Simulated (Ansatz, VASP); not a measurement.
# AlIn in VASP and in Ansatz

```
Al In
1.0
     3.05413    0.00000    0.00000
    -1.52707    2.64496    0.00000
     0.00000    0.00000    5.82802
Al In
1 1
Direct
  0.00000 0.00000 0.00000
  0.00000 0.00000 0.50000
```

Alike in both runs: task single point; functional PBE; k mesh 8 × 8 × 4; occupations fermi-dirac, width 0.05 eV; no spin polarisation.

|  | VASP | Ansatz |
| --- | --- | --- |
| version | VASP 6.6.1 | Ansatz 0.2.0 |
| potentials or method | VASP PAW PBE potentials, release 64 (Al, In_d) | Ansatz PAW |
| plane-wave cutoff (eV) | 520 | 420 |
| valence electrons in the cell | 16 | 16 |

```csv
,VASP,Ansatz,Ansatz less VASP
gap on the k mesh at the Fermi level (eV),none,none,-
pressure (GPa),0.0,0.0,-0.01
"traceless stress, the component that is largest in VASP (GPa)",-0.42,-0.41,+0.009
```

A gap of «none» marks a metal or a gap that the smearing closes.
